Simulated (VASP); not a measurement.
Runs of VASP 6.6.1 on Ge. The structure is that of space group Cmmm (No. 65), or close to it. The cells are those of the table. 

```tsv
cell	gap on the mesh (eV)	pressure (GPa)
a = 2.996, b = 2.996, c = 2.617 Å, angles 90.0, 90.0, 123.5°, 1 atom	none	-3.0
a = 2.952, b = 2.952, c = 2.739 Å, angles 90.0, 90.0, 123.5°, 1 atom	none	-4.1
a = 2.996, b = 2.996, c = 2.698 Å, angles 90.0, 90.0, 123.5°, 1 atom	none	(b)
a = 3.041, b = 3.041, c = 2.779 Å, angles 90.0, 90.0, 123.5°, 1 atom	none	(a)
a = 3.041, b = 3.041, c = 2.739 Å, angles 90.0, 90.0, 123.5°, 1 atom	none	-7.0
a = 2.952, b = 2.952, c = 2.779 Å, angles 90.0, 90.0, 123.5°, 1 atom	none	-4.8
```

Alike in all rows: task single point; level r2SCAN; potentials or basis VASP PAW PBE potentials, release 64 (Ge_d); no spin polarisation; k mesh 20 × 20 × 18; cutoff (eV) 520; smearing gaussian 0.15 eV.

Q: Fill in the values left out.

A: (a) -7.6; (b) -4.9.

Caveats: the PAW data sets were made with another functional, which shifts forces and pressure a little; the cell stands under tension (at least some runs); the stress differs along the axes, from -6 to 2 GPa (at least some runs); the stress differs along the axes, from -8 to -2 GPa (at least some runs).

A k mesh can miss the band edges, and the runs leave out spin-orbit coupling on Ge.

A gap of «none» marks levels without a gap at the run's occupations.
